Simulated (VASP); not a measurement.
**MgBe2Te2O: single point with PBE**

The system is MgBe2Te2O.

```
CELL_PARAMETERS angstrom
3.95100 0.00000 0.00000
-1.97550 3.42167 0.00000
0.00000 0.00000 7.80828
ATOMIC_POSITIONS crystal
Mg 0.00000 0.00000 0.50000
Be 0.33333 0.66667 0.30165
Be 0.66667 0.33333 0.69835
Te 0.33333 0.66667 0.79660
Te 0.66667 0.33333 0.20340
O 0.00000 0.00000 0.00000
```

```json
{
  "Program": "VASP 6.6.1",
  "Task": "single point",
  "Functional": "PBE",
  "Potentials or basis": "VASP PAW PBE potentials, release 64 (Mg, Be, Te, O)",
  "Cutoff": "520 eV",
  "k mesh": "12 × 12 × 6",
  "Occupations": "gaussian, width 0.1 eV",
  "Spin": "no spin polarisation",
  "Dipole correction": "no",
  "Further INCAR settings": "ALGO = Normal; EDIFF = 1e-07; NBANDS = 21"
}
```

| Property | Result |
| --- | --- |
| Pressure | 0.0 GPa |
| Largest force | 0.039 eV/Å |
| Band gap on the k mesh | zero (band 12 reaches 6.05 eV, above the bottom of band 13 at 5.96 eV) |

Forces on the atoms (eV/Å):
```
Mg   0.000  0.000  0.000
Be   0.000  0.000  0.025
Be   0.000  0.000 -0.025
Te   0.000  0.000  0.039
Te   0.000  0.000 -0.039
O    0.000  0.000  0.000
```

Levels at points of the mesh, in eV from the Fermi level:
```
           k point  band 9  band 10  band 11  band 12  band 13  band 14  band 15  band 16
(0.00, 0.00, 0.00)   -1.80    -0.77    -0.77    -0.51     0.23     2.77     2.77     2.79
(0.50, 0.00, 0.00)   -2.76    -1.57    -0.96    -0.36     0.07     1.14     1.20     2.64
(0.00, 0.00, 0.50)   -1.59    -1.12    -0.98    -0.98     1.82     2.33     2.47     2.47
(0.50, 0.00, 0.50)   -3.15    -2.08    -0.68    -0.59    -0.14     1.16     1.68     2.20
```

Run time: 2.4 min on 1 thread of Intel(R) Xeon(R) 6975P-C (Granite Rapids), on a shared host, peak memory 0.39 GiB.

Caveat: spin-orbit coupling is left out, which moves the levels of the heavy elements.
